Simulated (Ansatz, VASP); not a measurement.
# ZnO: VASP beside Ansatz

```
Zn O
1.0
     3.23865    0.00000    0.00000
    -1.61932    2.80475    0.00000
     0.00000    0.00000    6.91653
Zn O
2 2
Direct
  0.00000 0.00000 0.75000
  0.00000 0.00000 0.25000
  0.33333 0.66667 0.25000
  0.66667 0.33333 0.75000
```

Change from the starting cell: strain -0.015 along x and y, -0.030 along z, atoms carried along.

Alike in both runs: task single point; functional PBE; dispersion D3(BJ); k mesh 9 × 9 × 4; occupations gaussian, width 0.05 eV; no spin polarisation.

|  | VASP | Ansatz |
| --- | --- | --- |
| version | VASP 6.6.1 | Ansatz 0.2.0 |
| potentials or method | VASP PAW PBE potentials, release 64 (Zn, O), cutoff 520 eV | scalar-relativistic, plane waves, PAW |
| valence electrons in the cell | 36 | 36 |

|  | VASP | Ansatz | Ansatz less VASP |
| --- | --- | --- | --- |
| gap on the k mesh at the Fermi level (eV) | 0.81 | 0.80 | -0.004 |
| least direct gap on the mesh (eV) | 0.81 | 0.80 | -0.004 |
| pressure (GPa) | 2.9 | 2.0 | -0.95 |
| traceless stress, the component that is largest in VASP (GPa) | -4.49 | -3.49 | +1.002 |
